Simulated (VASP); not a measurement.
# Hf3N (P-3m1) in VASP: single point with PBEsol

Aim: the single point of Hf3N with PBEsol.

Program: VASP 6.6.1. These are calculated values, not measurements. Logs are shortened: lines on timing, memory, paths and dates and some standing lists are left out, and cuts for length are marked.

### Step 1. The cell of the first run

Symmetry: P-3m1, No. 164, trigonal system. The conventional cell has a = 3.066 Å, b = 3.066 Å, c = 7.609 Å, α = 90.00°, β = 90.00°, γ = 120.00°. Within 4.0 Å of Hf (site symmetry -3m) lie 12 Hf at 3.05 to 3.07 Å and 2 N at 3.80 Å. Within 2.9 Å of Hf (site symmetry 3m) lie 3 N at 2.21 Å. N (site symmetry -3m) has 6 Hf at 2.21 Å within 2.9 Å.

### Step 2. Single point, PBEsol (Ta replaced by Hf, lengths x 1.015, strained)

The input, INCAR:

```
PREC     = Accurate       # precision mode
ENCUT    = 520            # plane-wave cutoff, eV
EDIFF    = 1E-6           # SCF threshold, eV
ISMEAR   = 0              # smearing method
SIGMA    = 0.1            # smearing width, eV
LREAL    = False          # projectors in reciprocal space
LASPH    = True           # aspherical terms in the spheres
NELM     = 100            # most SCF steps
ALGO     = Normal         # electronic algorithm
ISIF     = 2              # what is computed and relaxed
LWAVE    = False          # write WAVECAR
LCHARG   = False          # write CHGCAR
GGA      = PS             # functional
NBANDS   = 26             # bands
```

The input, KPOINTS:

```
Automatic mesh
0
Gamma
  15 15 6
```

The input, POSCAR:

```
Hf3N
1.0
    3.0664776810      0.0000000000      0.0000000000
   -1.5332388406      2.6556475719      0.0000000000
    0.0000000000      0.0000000000      7.6091338475
Hf N
3 1
Direct
    0.0000000000      0.0000000000      0.5000000000
    0.3333333300      0.6666666700      0.1739300000
    0.6666666700      0.3333333300      0.8260700000
    0.0000000000      0.0000000000      0.0000000000
```

Potentials or basis: VASP PAW PBE potentials, release 64 (Hf_pv, N).

Run with:

```sh
> cat potpaw_PBE.64/Hf_pv/POTCAR potpaw_PBE.64/N/POTCAR > POTCAR
> mpirun -np 1 vasp_std > vasp.out
```

OUTCAR:

```text
PREC = Accurate
   ENCUT = 520
   EDIFF = 1E-6
   ISMEAR = 0
   LREAL = False
   LASPH = True
   NELM = 100
   ISIF = 2
   GGA = PS

 ion  position               nearest neighbor table
   1  0.000  0.000  0.500-   2 3.05   3 3.05   3 3.05   2 3.05   3 3.05   2 3.05
   2  0.333  0.667  0.174-   4 2.21   4 2.21   4 2.21   1 3.05   1 3.05   1 3.05   3 3.18   3 3.18
                             3 3.18
   3  0.667  0.333  0.826-   4 2.21   4 2.21   4 2.21   1 3.05   1 3.05   1 3.05   2 3.18   2 3.18
                             2 3.18
   4  0.000  0.000  0.000-   2 2.21   3 2.21   3 2.21   2 2.21   3 2.21   2 2.21

  LATTYP: Found a hexagonal cell.
 ALAT       =     3.0664776810
 C/A-ratio  =     2.4813922158

  Lattice vectors:

 A1 = (   3.0664776810,   0.0000000000,   0.0000000000)
 A2 = (  -1.5332388406,   2.6556475719,   0.0000000000)
 A3 = (   0.0000000000,   0.0000000000,   7.6091338475)

Analysis of symmetry for initial positions (statically):
=====================================================================
 Subroutine PRICEL returns:
 Original cell was already a primitive cell.

 Routine SETGRP: Setting up the symmetry group for a
 hexagonal supercell.

 Subroutine GETGRP returns: Found 12 space group operations
 (whereof 12 operations were pure point group operations)
 out of a pool of 24 trial point group operations.

The static configuration has the point symmetry D_3d.

Analysis of symmetry for dynamics (positions and initial velocities):
=====================================================================
 Subroutine PRICEL returns:
 Original cell was already a primitive cell.

 Routine SETGRP: Setting up the symmetry group for a
 hexagonal supercell.

 Subroutine GETGRP returns: Found 12 space group operations
 (whereof 12 operations were pure point group operations)
 out of a pool of 24 trial point group operations.

The dynamic configuration has the point symmetry D_3d.

 Subroutine INISYM returns: Found 12 space group operations
 (whereof 12 operations are pure point group operations),
 and found     1 'primitive' translations

----------------------------------------------------------------------------------------

                                     Primitive cell

  volume of cell :      61.9649

  direct lattice vectors                    reciprocal lattice vectors
     3.066477681  0.000000000  0.000000000     0.326107053  0.188277995  0.000000000
    -1.533238841  2.655647572  0.000000000     0.000000000  0.376555990  0.000000000
     0.000000000  0.000000000  7.609133847     0.000000000  0.000000000  0.131421003

  length of vectors
     3.066477681  3.066477681  7.609133847     0.376555990  0.376555990  0.131421003

  position of ions in fractional coordinates (direct lattice)
     0.000000000  0.000000000  0.500000000
     0.333333330  0.666666670  0.173930000
     0.666666670  0.333333330  0.826070000
     0.000000000  0.000000000  0.000000000

  ion indices of the primitive-cell ions
   primitive index   ion index
                 1           1
                 2           2
                 3           3
                 4           4

----------------------------------------------------------------------------------------

 KPOINTS: Automatic mesh

Automatic generation of k-mesh.
 Grid dimensions read from file:
 generate k-points for:   15   15    6

 Generating k-lattice:

  Cartesian coordinates                     Fractional coordinates (reciprocal lattice)
     0.021740470  0.012551866  0.000000000     0.066666667  0.000000000  0.000000000
     0.000000000  0.025103733  0.000000000     0.000000000  0.066666667  0.000000000
     0.000000000  0.000000000  0.021903500     0.000000000  0.000000000  0.166666667

  Length of vectors
     0.025103733  0.025103733  0.021903500

  Shift w.r.t. Gamma in fractional coordinates (k-lattice)
     0.000000000  0.000000000  0.000000000

 Subroutine IBZKPT returns following result:
 ===========================================

 Found    146 irreducible k-points:

 Following reciprocal coordinates:
            Coordinates               Weight
  0.000000  0.000000  0.000000      1.000000
  0.066667  0.000000  0.000000      6.000000
  0.133333  0.000000  0.000000      6.000000
  0.200000  0.000000  0.000000      6.000000
  0.266667  0.000000  0.000000      6.000000
  0.333333  0.000000  0.000000      6.000000
[... 16 lines left out ...]
  0.333333  0.200000  0.000000     12.000000
  0.400000  0.200000  0.000000      6.000000
 [... further k-points ...]
   k-points           NKPTS =    146   k-points in BZ     NKDIM =    146   number of bands    NBANDS=     26
   number of dos      NEDOS =    301   number of ions     NIONS =      4
   total plane-waves  NPLWV =  34560
   dimension x,y,z NGX =    24 NGY =   24 NGZ =   60
   dimension x,y,z NGXF=    48 NGYF=   48 NGZF=  120
   ions per type =               3   1
   NGX,Y,Z   is equivalent  to a cutoff of  13.01, 13.01, 13.11 a.u.
   NGXF,Y,Z  is equivalent  to a cutoff of  26.02, 26.02, 26.22 a.u.
 SYSTEM =  unknown system
   PREC   = accura    normal or accurate (medium, high low for compatibility)
   ISTART =      0    job   : 0-new  1-cont  2-samecut
   ICHARG =      2    charge: 1-file 2-atom 10-const
   ISPIN  =      1    spin polarized calculation?
   LNONCOLLINEAR =      F non collinear calculations
   LSORBIT =      F    spin-orbit coupling
   LASPH  =      T    aspherical Exc in radial PAW
   ENCUT  =  520.0 eV  38.22 Ry    6.18 a.u.   5.70  5.70 14.15*2*pi/ulx,y,z
   NELM   =    100;   NELMIN=  2; NELMDL= -5     # of ELM steps
   EDIFF  = 0.1E-05   stopping-criterion for ELM
   LREAL  =      F    real-space projection
   EDIFFG = 0.1E-04   stopping-criterion for IOM
   NSW    =      0    number of steps for IOM
   IBRION =     -1    ionic relax: 0-MD 1-quasi-New 2-CG
   NFREE  =      0    steps in history (QN), initial steepest desc. (CG)
   ISIF   =      2    stress and relaxation
   ISYM   =      2    0-nonsym 1-usesym 2-fastsym
   POTIM  = 0.5000    time-step for ionic-motion
   TEBEG  =    0.0;   TEEND  =   0.0 temperature during run
   PSTRESS=    0.0 pullay stress
   NELECT =      35.0000    total number of electrons
   NUPDOWN=      -1.0000    fix difference up-down
   EMIN   =  10.00;   EMAX   =-10.00  energy-range for DOS
   EFERMI =   0.00;   METHOD = LEGACY
   ISMEAR =     0;   SIGMA  =   0.10  broadening in eV -4-tet -1-fermi 0-gaus
   EFERMI_NEDOS =   21; number of points for ismear=-14 and -15
   IALGO  =     38    algorithm
   IMIX   =      4    mixing-type and parameters
     AMIX     =   0.40;   BMIX     =  1.00
     AMIX_MAG =   1.60;   BMIX_MAG =  1.00
  volume/ion in A,a.u.               =      15.49       104.54
  Fermi-wavevector in a.u.,A,eV,Ry     =   1.353263  2.557297 24.916648  1.831322
  Thomas-Fermi vector in A             =   2.480533
   LORBIT       =      0    0 simple, 1 ext, 2 COOP (PROOUT), +10 PAW based schemes
   GGA     = PS    functional components
   LHFCALC =     F    Hartree Fock is set to
   AEXX    =    0.0000 exact exchange contribution
   IVDW    =     0    specifies the selected vdW correction
   LEPSILON=     F    determine dielectric tensor
   LRPA    =     F    only Hartree local field effects (RPA)
 non-spin polarized calculation
 Gauss-broadening in eV      SIGMA  =   0.10
  energy-cutoff  :      520.00
  volume of cell :       61.96
 maximum number of plane-waves:      1686
 NGX is ok and might be reduce to    24
   NGX = 11   NGY = 11   NGZ = 29

 number of electron      35.0000005 magnetization

 Free energy of the ion-electron system (eV)
  ---------------------------------------------------
  ext. energy  EPLUGINS =         0.00000000
  ---------------------------------------------------
  free energy    TOTEN  =       -43.67616667 eV

  energy without entropy =      -43.65901170  energy(sigma->0) =      -43.66758918

 E-fermi :   6.2032     XC(G=0): -12.3589

 val. band max:        6.2016612365   @ k =   0.2000   0.0667   0.3333
 cond. band min:       6.2079553320   @ k =  -0.0667   0.4000   0.3333
 fundamental gap:      0.0062940955
 Fermi energy:         6.2032460748

 k-point     1 :       0.0000    0.0000    0.0000
  band No.  band energies     occupation
      1     -24.5606      2.00000
      2     -24.2883      2.00000
      3     -23.7117      2.00000
      4     -23.7117      2.00000
      5     -23.6803      2.00000
      6     -23.6803      2.00000
[... 18 lines left out ...]
     25      10.2199      0.00000
     26      10.4109      0.00000

 k-point     2 :       0.0667    0.0000    0.0000
  band No.  band energies     occupation
      1     -24.5516      2.00000
      2     -24.2809      2.00000
      3     -23.7570      2.00000
      4     -23.7264      2.00000
      5     -23.7182      2.00000
      6     -23.6849      2.00000
[... 18 lines left out ...]
     25      10.3105      0.00000
     26      10.3190      0.00000

 k-point     3 :       0.1333    0.0000    0.0000
  band No.  band energies     occupation
      1     -24.5279      2.00000
      2     -24.2644      2.00000
      3     -23.8733      2.00000
      4     -23.8263      2.00000
      5     -23.7637      2.00000
      6     -23.7022      2.00000
[... 18 lines left out ...]
     25      10.3129      0.00000
     26      10.6339      0.00000

 k-point     4 :       0.2000    0.0000    0.0000
  band No.  band energies     occupation
      1     -24.5015      2.00000
      2     -24.2661      2.00000
      3     -24.0159      2.00000
      4     -23.9700      2.00000
      5     -23.8140      2.00000
      6     -23.7317      2.00000
[... 18 lines left out ...]
     25      10.3237      0.00000
     26      11.0015      0.00000
[... 496 lines left out ...]
      1     -24.5790      2.00000
      2     -24.5058      2.00000
      3     -24.2459      2.00000
      4     -24.1002      2.00000
      5     -24.0351      2.00000
      6     -24.0018      2.00000
[... 18 lines left out ...]
     25      12.2114      0.00000
     26      12.4713      0.00000

 k-point    23 :       0.3333    0.2000    0.0000
  band No.  band energies     occupation
      1     -24.6189      2.00000
      2     -24.5417      2.00000
      3     -24.2515      2.00000
      4     -24.1717      2.00000
      5     -24.0900      2.00000
      6     -23.9995      2.00000
[... 18 lines left out ...]
     25      12.1512      0.00000
     26      12.4075      0.00000

 k-point    24 :       0.4000    0.2000    0.0000
  band No.  band energies     occupation
      1     -24.6342      2.00000
      2     -24.5523      2.00000
      3     -24.2526      2.00000
      4     -24.1990      2.00000
      5     -24.1094      2.00000
      6     -24.0007      2.00000
[... 18 lines left out ...]
     25      11.7470      0.00000
     26      12.2790      0.00000

 [... further k-points ...]

------------------------ aborting loop because EDIFF is reached ----------------------------------------

  FORCE on cell =-STRESS in cart. coord.  units (eV):
  Direction    XX          YY          ZZ          XY          YZ          ZX
  --------------------------------------------------------------------------------------
  -------------------------------------------------------------------------------------
  Total        5.3716931      5.3716931      3.8910657     -0.0000000      0.0000000     -0.0000000
  in kB      138.8917022    138.8917022    100.6082688     -0.0000000      0.0000000     -0.0000000
  external PRESSURE =     126.1305578 kB  Pullay stress =       0.0000000 kB

 VOLUME and BASIS-vectors are now :
 -----------------------------------------------------------------------------
  energy-cutoff  :      520.00
  volume of cell :       61.96
      direct lattice vectors                 reciprocal lattice vectors
     3.066477681  0.000000000  0.000000000     0.326107053  0.188277995  0.000000000
    -1.533238841  2.655647572  0.000000000     0.000000000  0.376555990  0.000000000
     0.000000000  0.000000000  7.609133847     0.000000000  0.000000000  0.131421003

 POSITION                                       TOTAL-FORCE (eV/Angst)
 -----------------------------------------------------------------------------------
      0.00000      0.00000      3.80457         0.000000      0.000000      0.000000
     -0.00000      1.77043      1.32346        -0.000000      0.000000     -1.176126
      1.53324      0.88522      6.28568         0.000000      0.000000      1.176126
      0.00000      0.00000      0.00000         0.000000      0.000000      0.000000
 -----------------------------------------------------------------------------------
    total drift:                                0.000000      0.000000      0.000000

  FREE ENERGIE OF THE ION-ELECTRON SYSTEM (eV)
  ---------------------------------------------------
  free  energy   TOTEN  =       -43.6761666691 eV

  energy  without entropy=      -43.6590116958  energy(sigma->0) =      -43.66758918
```

Run time: 3.9 min. Hardware: 1 thread of Intel Xeon Platinum 8259CL at 2.50GHz (Skylake/Cascade Lake), shared host; peak memory 0.32 GiB.

Results:

* Free energy: -43.6762 eV
* Pressure: 12.6 GPa
* Largest force: 1.176 eV/Å

Forces in eV/Å, atoms in the order of the input:
```
Hf   0.000  0.000  0.000
Hf   0.000  0.000 -1.176
Hf   0.000  0.000  1.176
N    0.000  0.000  0.000
```

Levels at points of the mesh, in eV from the Fermi level:
```csv
k point,band 14,band 15,band 16,band 17,band 18,band 19,band 20,band 21
"(0.00, 0.00, 0.00)",-4.33,-2.60,-0.60,0.99,0.99,1.03,1.57,1.57
"(0.00, 0.00, 0.50)",-4.34,-2.89,-0.34,0.07,1.25,1.25,1.82,1.82
```

Caveat: the cell differs from its parent crystal (Ta replaced by Hf, lengths x 1.015, strained); the PAW data sets were made with another functional, which shifts forces and pressure a little; spin-orbit coupling is left out, which moves the levels of the heavy elements.
